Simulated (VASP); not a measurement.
Input of a VASP 6.6.1 run:

INCAR

```
ALGO = Normal
EDIFF = 1E-7
EDIFFG = -0.08
ENCUT = 600
GGA = PE
GGA_COMPAT = F
IBRION = 2
ISIF = 3
ISMEAR = 0
LASPH = T
LCHARG = F
LREAL = F
LWAVE = F
NELM = 120
NELMIN = 4
NSW = 36
PREC = Accurate
SIGMA = 0.15
```

File KPOINTS:

```
k-points
0
Gamma
  4 4 2
```

The input POSCAR:

```
Be2CdO3
1.0
    3.6906695400      0.0000000000      0.0000000000
   -1.8453347700      3.1962135800      0.0000000000
    0.0000000000      0.0000000000      6.1872269900
Be Cd O
2 1 3
Direct
    0.3333333300      0.6666666700      0.0000000000
    0.6666666700      0.3333333300      0.0000000000
    0.0000000000      0.0000000000      0.5000000000
    0.3333333300      0.6666666700      0.5000000000
    0.6666666700      0.3333333300      0.5000000000
    0.0000000000      0.0000000000      0.0000000000
```

Potentials or basis: VASP PAW PBE potentials, release 64 (Be, Cd, O).

Run with:

```sh
$ cat potpaw_PBE.64/Be/POTCAR potpaw_PBE.64/Cd/POTCAR potpaw_PBE.64/O/POTCAR > POTCAR
$ mpirun -np 1 vasp_std > vasp.out
```

Question: Predict the space group after relaxing (to 0.1 Å).

Answer: P6/mmm (No. 191).

Question: What does it give for the relaxed cell?

Answer: a = 4.739 Å, b = 4.739 Å, c = 3.604 Å, α = 90.00°, β = 90.00°, γ = 120.00°.

Question: Estimate the band gap on the k mesh.

Answer: Zero (bands 17 and 18 overlap by 0.42 eV).

Final structure:
```
CELL_PARAMETERS angstrom
4.73922 0.00000 0.00000
-2.36961 4.10429 0.00000
0.00000 0.00000 3.60385
ATOMIC_POSITIONS crystal
Be 0.33333 0.66667 0.00000
Be 0.66667 0.33333 0.00000
Cd 0.00000 0.00000 0.50000
O 0.33333 0.66667 0.50000
O 0.66667 0.33333 0.50000
O 0.00000 0.00000 0.00000
```

Caveat: the k points lie up to 0.87 Å⁻¹ apart in the final cell; semilocal functionals underestimate gaps, so a narrow gap can read as zero; a cell axis changed by over 15 % at a fixed basis, so the end point is rough.
